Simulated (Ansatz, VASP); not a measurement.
## Hg: VASP beside Ansatz

```
CELL_PARAMETERS angstrom
3.07266 0.00000 0.00000
1.53633 2.66101 0.00000
0.00000 0.00000 5.79453
ATOMIC_POSITIONS crystal
Hg 0.66666 0.66667 0.25000
Hg 0.33333 0.33333 0.75000
```

Alike in both runs: task single point; functional LDA; k mesh 10 × 10 × 5; occupations fermi-dirac, width 0.01 eV; no spin polarisation.

|  | VASP | Ansatz |
| --- | --- | --- |
| version | VASP 6.6.1 | Ansatz 0.2.0 |
| potentials or method | VASP PAW LDA potentials, release 64 (Hg), cutoff 520 eV | PAW plane waves |
| valence electrons in the cell | 24 | 40 |

|  | VASP | Ansatz | Ansatz less VASP |
| --- | --- | --- | --- |
| pressure (GPa) | -1.2 | -1.7 | -0.46 |
| traceless stress, the component that is largest in VASP (GPa) | -1.99 | -1.68 | +0.311 |

LDA's correlation is that of Perdew and Zunger in VASP and of Perdew and Wang (1992) in Ansatz. VASP's potentials hold 24 valence electrons a cell and Ansatz's 40, so a difference there can come from the potentials and not from the codes. Ansatz's warnings: structure snapped to symmetry.

Spin-orbit coupling is off throughout.
